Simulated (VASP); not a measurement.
Input of a VASP 6.6.1 run:

Contents of INCAR:

```
SYSTEM = Ta2W
  PREC = Accurate
  ENCUT = 600
  EDIFF = 1E-7
  ISMEAR = 0
  SIGMA = 0.1
  LREAL = .FALSE.
  LASPH = .TRUE.
  NELM = 60
  ALGO = Fast
  ISIF = 3
  LWAVE = .FALSE.
  LCHARG = .FALSE.
  GGA = PE
  IBRION = 2
  NSW = 90
  EDIFFG = -0.04
```

Contents of KPOINTS:

```
Automatic mesh
0
G
  6 6 4
  0 0 0
```

File POSCAR:

```
Ta2W
1.0
    2.8832532300      0.0000000000      0.0000000000
   -1.4416266100      2.4969705400      0.0000000000
    0.0000000000      0.0000000000      7.0624992100
Ta W
2 1
Direct
    0.6666666700      0.3333333300      0.8333333300
    0.3333333300      0.6666666700      0.1666666700
    0.0000000000      0.0000000000      0.5000000000
```

Potentials or basis: VASP PAW PBE potentials, release 64 (Ta_pv, W_sv).

Launch:

```sh
$ cat potpaw_PBE.64/Ta_pv/POTCAR potpaw_PBE.64/W_sv/POTCAR > POTCAR
$ mpirun -np 1 vasp_std > vasp.out
```

(1) Predict the relaxed cell.

(2) Estimate the space group after relaxing (to 0.1 Å).

Answers

(1) a = 2.940 Å, b = 2.940 Å, c = 7.199 Å, α = 90.00°, β = 90.00°, γ = 120.00°.

(2) P-3m1 (No. 164).
